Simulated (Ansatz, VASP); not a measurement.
**CdTe in VASP and in Ansatz**

Contents of INCAR:

```
ALGO     = Normal         # electronic algorithm
EDIFF    = 1E-8           # SCF threshold, eV
ENCUT    = 520            # plane-wave cutoff, eV
GGA      = PS             # functional
ISIF     = 2              # what is computed and relaxed
ISMEAR   = -1             # smearing method
LASPH    = T              # aspherical terms in the spheres
LCHARG   = F              # write CHGCAR
LEFG     = T            
LREAL    = F              # projectors in reciprocal space
LWAVE    = F              # write WAVECAR
NBANDS   = 26             # bands
NELM     = 100            # most SCF steps
PREC     = Accurate       # precision mode
SIGMA    = 0.05           # smearing width, eV
```

KPOINTS

```
k-points
0
Gamma
  9 9 6
```

File POSCAR:

```
CdTe
1.0
    3.0652910000     -3.0946090000      0.0000000000
    3.0652910000      3.0946090000      0.0000000000
    0.0000000000      0.0000000000      6.2124650400
Cd Te
2 2
Direct
    0.2770300000      0.7229700000      0.7500000000
    0.7229700000      0.2770300000      0.2500000000
    0.7661370000      0.2338630000      0.7500000000
    0.2338630000      0.7661370000      0.2500000000
```

Input for Ansatz:

```yaml
crystal:
  lattice:
    - [3.065291, -3.094609, 0.0]
    - [3.065291, 3.094609, 0.0]
    - [0.0, 0.0, 6.21246504]
  atoms:
    - { symbol: Cd, position: [0.27703, 0.72297, 0.75] }
    - { symbol: Cd, position: [0.72297, 0.27703, 0.25] }
    - { symbol: Te, position: [0.766137, 0.233863, 0.75] }
    - { symbol: Te, position: [0.233863, 0.766137, 0.25] }
kpoints:
  mp_grid: { grid: [9, 9, 6] }
scf:
  occupations: { method: fermi_dirac, width: 0.05 }
hamiltonian:
  xc: pbesol
  pseudopotentials: { kind: all_electron, datasets: crystal }
output:
  forces: true
  stress: true
  eigenvalues: true
  efg: { contact_densities: true }
```

Change from the starting cell: zz strain of +2 %, crystal datasets.

Alike in both runs: task electric field gradients; functional PBEsol; k mesh 9 × 9 × 6; occupations fermi-dirac, width 0.05 eV; no spin polarisation.

```csv
,VASP,Ansatz
version,VASP 6.6.1,Ansatz 0.2.0
potentials or method,"VASP PAW PBE potentials, release 64 (Cd, Te), cutoff 520 eV","all-electron PAW with datasets made for the crystal, scalar-relativistic"
```

```csv
,VASP,Ansatz,Ansatz less VASP
pressure (GPa),-3.8,-3.9,-0.16
"traceless stress, the component that is largest in VASP (GPa)",-0.25,-0.24,+0.011
rms of the force components (eV/Å),0.034,0.035,+0.0013
size of Vzz on the site where it differs most (V/Å²),29.1,31.0,+1.84
```

VASP's potentials were made for PBE, not for PBEsol. Atom by atom the forces differ by 0.003 eV/Å (rms over components). Ansatz ran all-electron here, and VASP with PAW potentials.

Spin-orbit coupling is off throughout.
